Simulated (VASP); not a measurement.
Ta, 2 atoms in the cell. Symmetry: P6_3/mmc, No. 194, hexagonal system. Conventional cell: a = 2.900 Å, b = 2.900 Å, c = 5.201 Å, α = 90.00°, β = 90.00°, γ = 120.00°. Within 3.8 Å of Ta (site symmetry -6m2) lie 12 Ta at 2.90 to 3.09 Å. 

| Quantity | Value |
| --- | --- |
| Program | VASP 6.6.1 |
| Task | single point |
| Functional | PBEsol |
| Potentials or basis | VASP PAW PBE potentials, release 64 (Ta_pv) |
| Cutoff | 520 eV |
| k mesh | 14 × 14 × 7 |
| Occupations | gaussian, width 0.1 eV |
| Spin | no spin polarisation |
| Dipole correction | no |
| Further INCAR settings | ALGO = Normal; EDIFF = 1e-06; NBANDS = 18 |

Potentials or basis: VASP PAW PBE potentials, release 64 (Ta_pv).

Command:

```console
$ cat potpaw_PBE.64/Ta_pv/POTCAR > POTCAR
$ mpirun -np 1 vasp_std > vasp.out
```

Hardware: 1 thread of Intel Xeon 6975P-C (shared host).

**Question.** Estimate the wall time of this run.

**Answer.** It took 68 s on 1 thread of Intel Xeon 6975P-C, with other jobs on the host, peak memory 0.2 GiB. Counts: scf iterations 12, k points 96.
